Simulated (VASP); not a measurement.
Input of a VASP 6.6.1 run:

POSCAR

```
Na4MgAlP3O12
1.0
    4.4057046620      2.5436347726      7.1814542333
   -4.4057046620      2.5436347726      7.1814542333
    0.0000000000     -5.0872695452      7.1814542333
Na Mg Al P O
8 2 2 6 24
Direct
    0.8861918600      0.6176994700      0.2436340600
    0.6176994700      0.2436340600      0.8861918600
    0.2436340600      0.8861918600      0.6176994700
    0.3861918600      0.7436340600      0.1176994700
    0.7436340600      0.1176994700      0.3861918600
    0.1176994700      0.3861918600      0.7436340600
    0.4984347100      0.4984347100      0.4984347100
    0.9984347100      0.9984347100      0.9984347100
    0.3506428300      0.3506428300      0.3506428300
    0.8506428300      0.8506428300      0.8506428300
    0.6501952400      0.6501952400      0.6501952400
    0.1501952400      0.1501952400      0.1501952400
    0.5409218500      0.9556581200      0.2551246600
    0.9556581200      0.2551246600      0.5409218500
    0.2551246600      0.5409218500      0.9556581200
    0.0409218500      0.7551246600      0.4556581200
    0.7551246600      0.4556581200      0.0409218500
    0.4556581200      0.0409218500      0.7551246600
    0.5207439300      0.1260473200      0.2773620800
    0.1260473200      0.2773620800      0.5207439300
    0.2773620800      0.5207439300      0.1260473200
    0.0207439300      0.7773620800      0.6260473200
    0.7773620800      0.6260473200      0.0207439300
    0.6260473200      0.0207439300      0.7773620800
    0.4848616900      0.8621915400      0.7303201400
    0.8621915400      0.7303201400      0.4848616900
    0.7303201400      0.4848616900      0.8621915400
    0.9848616900      0.2303201400      0.3621915400
    0.2303201400      0.3621915400      0.9848616900
    0.3621915400      0.9848616900      0.2303201400
    0.4253905100      0.2197275400      0.5872114200
    0.2197275400      0.5872114200      0.4253905100
    0.5872114200      0.4253905100      0.2197275400
    0.9253905100      0.0872114200      0.7197275400
    0.0872114200      0.7197275400      0.9253905100
    0.7197275400      0.9253905100      0.0872114200
    0.5610193100      0.7757489500      0.4308727500
    0.7757489500      0.4308727500      0.5610193100
    0.4308727500      0.5610193100      0.7757489500
    0.0610193100      0.9308727500      0.2757489500
    0.9308727500      0.2757489500      0.0610193100
    0.2757489500      0.0610193100      0.9308727500
```

The input INCAR.step1:

```
PREC = Accurate
ENCUT = 520
ISMEAR = -1
SIGMA = 0.02
LREAL = Auto
LASPH = T
NELM = 100
NBANDS = 147
GGA = PE
ALGO = Normal
EDIFF = 1E-4
LWAVE = T
LCHARG = F
```

INCAR.step2

```
PREC = Accurate
ENCUT = 520
EDIFF = 1E-8
ISMEAR = -1
SIGMA = 0.02
LREAL = Auto
LASPH = T
NELM = 100
ALGO = Normal
ISIF = 2
LWAVE = F
LCHARG = F
METAGGA = R2SCAN
LMIXTAU = T
LEFG = T
NBANDS = 147
ISTART = 1
```

KPOINTS

```
regular mesh
0
Gamma
  3 3 3
```

Potentials or basis: VASP PAW PBE potentials, release 64 (Na_pv, Mg, Al, P, O).

Launch:

```console
$ cat potpaw_PBE.64/Na_pv/POTCAR potpaw_PBE.64/Mg/POTCAR potpaw_PBE.64/Al/POTCAR potpaw_PBE.64/P/POTCAR potpaw_PBE.64/O/POTCAR > POTCAR
$ cp INCAR.step1 INCAR
$ mpirun -np 1 vasp_std > vasp.out
$ cp INCAR.step2 INCAR
$ mpirun -np 1 vasp_std > vasp.out
```

Q: Predict the pressure.

A: -5.5 GPa.

Q: Predict the band gap on the k mesh.

A: 5.29 eV, direct.

Forces on the atoms (eV/Å):
```
Na  -0.028  0.042 -0.052
Na   0.051  0.003 -0.052
Na  -0.023 -0.046 -0.052
Na   0.023 -0.046 -0.052
Na  -0.051  0.003 -0.052
Na   0.028  0.042 -0.052
Na   0.000  0.000 -0.023
Na   0.000  0.000 -0.023
Mg   0.000  0.000  0.102
Mg   0.000  0.000  0.102
Al   0.000  0.000 -0.289
Al   0.000  0.000 -0.289
P    0.170  0.143  0.067
P    0.039 -0.219  0.067
P   -0.209  0.076  0.067
P    0.209  0.076  0.067
P   -0.039 -0.219  0.067
P   -0.170  0.143  0.067
O    0.260 -0.377 -0.390
O   -0.456 -0.037 -0.390
O    0.196  0.413 -0.390
O   -0.196  0.413 -0.390
O    0.456 -0.037 -0.390
O   -0.260 -0.377 -0.390
O   -0.091  0.234  0.363
O    0.248 -0.039  0.363
O   -0.157 -0.195  0.363
O    0.157 -0.195  0.363
O   -0.248 -0.039  0.363
O    0.091  0.234  0.363
O    0.339 -0.663  0.023
O   -0.744  0.038  0.023
O    0.405  0.626  0.023
O   -0.405  0.626  0.023
O    0.744  0.038  0.023
O   -0.339 -0.663  0.023
O   -0.257  0.342  0.059
O    0.425  0.052  0.059
O   -0.168 -0.394  0.059
O    0.168 -0.394  0.059
O   -0.425  0.052  0.059
O    0.257  0.342  0.059
```

Caveat: without QUAD_EFG the Cq values of the log hold for a quadrupole moment of 1 mb, not for the nuclei; the PAW data sets were made with another functional, which shifts forces and pressure a little. r2SCAN opens gaps a little over a GGA but as a rule still falls short of measured ones.
